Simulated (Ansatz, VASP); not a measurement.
## Si4N: VASP beside Ansatz

File INCAR:

```
ALGO = Normal ; EDIFF = 1E-6
EDIFFG = -0.04 ; ENCUT = 600
GGA = PE ; IBRION = 2
ISIF = 3 ; ISMEAR = 0
LASPH = T ; LCHARG = F
LREAL = F ; LWAVE = F
NELM = 100 ; NSW = 90
PREC = Accurate ; SIGMA = 0.1
```

KPOINTS

```
k-points
0
Gamma
  6 4 2
```

Contents of POSCAR:

```
Si4N
1.0
    2.7567020479      0.0000000000      0.0000000000
   -0.9428001524      5.3050057484      0.0000000000
   -1.1881991857     -1.2433294381      9.0760007986
Si N
8 2
Direct
    0.3538815072      0.1837723430      0.2050338179
    0.9700706387      0.6307085438      0.0923806079
    0.2761313656      0.4369327477      0.4413283474
    0.5627851819      0.8167728894      0.3283005811
    0.2026286588      0.0339661846      0.5447021461
    0.8459448769      0.6595852661      0.6815594601
    0.3149999675      0.3270449915      0.8026873752
    0.4962774233      0.9340995099      0.8917812966
    0.0865201681      0.9592163949      0.0299631442
    0.3907602120      0.5179011291      0.9822632236
```

Input for Ansatz:

```yaml
crystal:
  lattice:
    - [2.7567020479, 0.0, 0.0]
    - [-0.9428001524, 5.3050057484, 0.0]
    - [-1.1881991857, -1.2433294381, 9.0760007986]
  atoms:
    - { symbol: Si, position: [0.3538815072, 0.183772343, 0.2050338179] }
    - { symbol: Si, position: [0.9700706387, 0.6307085438, 0.0923806079] }
    - { symbol: Si, position: [0.2761313656, 0.4369327477, 0.4413283474] }
    - { symbol: Si, position: [0.5627851819, 0.8167728894, 0.3283005811] }
    - { symbol: Si, position: [0.2026286588, 0.0339661846, 0.5447021461] }
    - { symbol: Si, position: [0.8459448769, 0.6595852661, 0.6815594601] }
    - { symbol: Si, position: [0.3149999675, 0.3270449915, 0.8026873752] }
    - { symbol: Si, position: [0.4962774233, 0.9340995099, 0.8917812966] }
    - { symbol: "N", position: [0.0865201681, 0.9592163949, 0.0299631442] }
    - { symbol: "N", position: [0.390760212, 0.5179011291, 0.9822632236] }
basis:
  ecutwfc: 420
kpoints:
  mp_grid: { grid: [6, 4, 2] }
hamiltonian:
  xc: pbe
scf:
  occupations: { method: gaussian, width: 0.1 }
  lower_state_search: "off"
output:
  forces: true
  stress: true
  eigenvalues: true
relax:
  adjacent_minimum: "off"
  f_tol: 0.04
  max_steps: 70
  cell: { stress_tol: 0.4 }
```

Change from the starting cell: the structure that the rattled cell fell into.

Alike in both runs: task relaxation of cell and atoms; functional PBE; k mesh 6 × 4 × 2; occupations gaussian, width 0.1 eV; no spin polarisation.

|  | VASP | Ansatz |
| --- | --- | --- |
| version | VASP 6.6.1 | Ansatz 0.2.0 |
| potentials or method | VASP PAW PBE potentials, release 64 (Si, N), cutoff 600 eV | scalar-relativistic, plane waves, PAW |
| valence electrons in the cell | 42 | 42 |

```csv
,VASP,Ansatz,Ansatz less VASP
"gap on the k mesh at the Fermi level, each at its own relaxed structure (eV)",none,none,-
relaxed volume (Å³/atom),14.21,14.17,-0.041
relaxed cell length with the largest relative difference (Å),5.777,5.757,-0.0198
```

A gap of «none» marks a metal or a gap that the smearing closes.

The k mesh is coarse, so the values compare programs but aren't converged.
